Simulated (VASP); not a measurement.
SiC, 2 atoms in the cell. The structure is cubic, space group F-43m (No. 216). The conventional cell has a = 4.134 Å, b = 4.134 Å, c = 4.134 Å, α = 90.00°, β = 90.00°, γ = 90.00°. Within 2.4 Å of Si (site symmetry -43m) lie 4 C at 1.79 Å. Within 2.4 Å of C (site symmetry -43m) lie 4 Si at 1.79 Å.  This cell differs from its parent crystal: strain -5.1%.

| Quantity | Value |
| --- | --- |
| Program | VASP 6.6.1 |
| Task | single point |
| Functional | HSE06 |
| Potentials or basis | VASP PAW PBE potentials, release 64 (Si, C) |
| Cutoff | 520 eV |
| k mesh | 8 × 8 × 8 |
| Occupations | gaussian, width 0.01 eV |
| Spin | no spin polarisation |
| Dipole correction | no |
| Grid for exact exchange (PRECFOCK) | Normal |
| Further INCAR settings | ALGO = Normal; EDIFF = 1e-06; NBANDS = 11 |
| Share of exact exchange | 0.25 |
| Screening parameter | 0.2079 1/Å |

Potentials or basis: VASP PAW PBE potentials, release 64 (Si, C).

Run with:

```console
$ cat potpaw_PBE.64/Si/POTCAR potpaw_PBE.64/C/POTCAR > POTCAR
$ cp INCAR.step1 INCAR
$ mpirun -np 1 vasp_std > vasp.out
$ cp INCAR.step2 INCAR
$ mpirun -np 1 vasp_std > vasp.out
```

Hardware: 1 thread of AMD EPYC 9R45 96-Core Processor (Zen 5), with other jobs on the host.

Q: Estimate the wall time of this run.

A: Wall time 15 min on 1 thread of AMD EPYC 9R45 96-Core Processor (Zen 5) (shared host), peak memory 0.22 GiB. Counts: k points 29.
